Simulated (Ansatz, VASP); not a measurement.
**As in VASP and in Ansatz**

The input INCAR:

```
SYSTEM = As
PREC = Accurate ; ENCUT = 520
EDIFF = 1E-7 ; ISMEAR = 0
SIGMA = 0.02 ; LREAL = .False.
LASPH = .True. ; NELM = 60
ALGO = Normal ; ISIF = 2
LWAVE = .False. ; LCHARG = .True.
LDIPOL = .True. ; IDIPOL = 3
DIPOL = 0.5 0.5 0.500 ; LELF = .True.
LVHAR = .True. ; LVACPOTAV = .True.
NBANDS = 12
```

Contents of KPOINTS:

```
regular mesh
0
Gamma
  9 9 1
  0 0 0
```

The input POSCAR:

```
As
1.0
    3.6330000000      0.0000000000      0.0000000000
   -1.8165000000      3.1462702920      0.0000000000
    0.0000000000      0.0000000000     28.0000000000
As
2
Direct
    0.3333333333      0.6666666667      0.5000000000
    0.6666666667      0.3333333333      0.5000000000
```

Input for Ansatz:

```yaml
crystal:
  lattice:
    - [3.633, 0.0, 0.0]
    - [-1.8165, 3.146270292, 0.0]
    - [0.0, 0.0, 28.0]
  atoms:
    - { symbol: As, position: [0.3333333333, 0.6666666667, 0.5] }
    - { symbol: As, position: [0.6666666667, 0.3333333333, 0.5] }
  periodic: [true, true, false]
basis:
  ecutwfc: 420
kpoints:
  mp_grid: { grid: [9, 9, 1] }
hamiltonian:
  xc: lda
scf:
  occupations: { method: gaussian, width: 0.02 }
output:
  forces: true
  stress: true
  eigenvalues: true
```

Alike in both runs: task single point; functional LDA; k mesh 9 × 9 × 1; occupations gaussian, width 0.02 eV; no spin polarisation.

```csv
,VASP,Ansatz
version,VASP 6.6.1,Ansatz 0.2.0
potentials or method,"VASP PAW LDA potentials, release 64 (As), cutoff 520 eV","scalar-relativistic, plane waves, PAW"
valence electrons in the cell,10,30
```

VASP gave:

| Item | Value |
| --- | --- |
| gap on the k mesh at the Fermi level (eV) | none |
| work function, face that differs most (eV) | 4.35 |

Task: Estimate Ansatz's values.

Result: gap on the k mesh at the Fermi level (eV): none; work function, face that differs most (eV): 4.31.

LDA's correlation is that of Perdew and Zunger in VASP and of Perdew and Wang (1992) in Ansatz. A gap of «none» marks a metal or a gap that the smearing closes. VASP's potentials hold 10 valence electrons a cell and Ansatz's 30, so a difference there can come from the potentials and not from the codes.
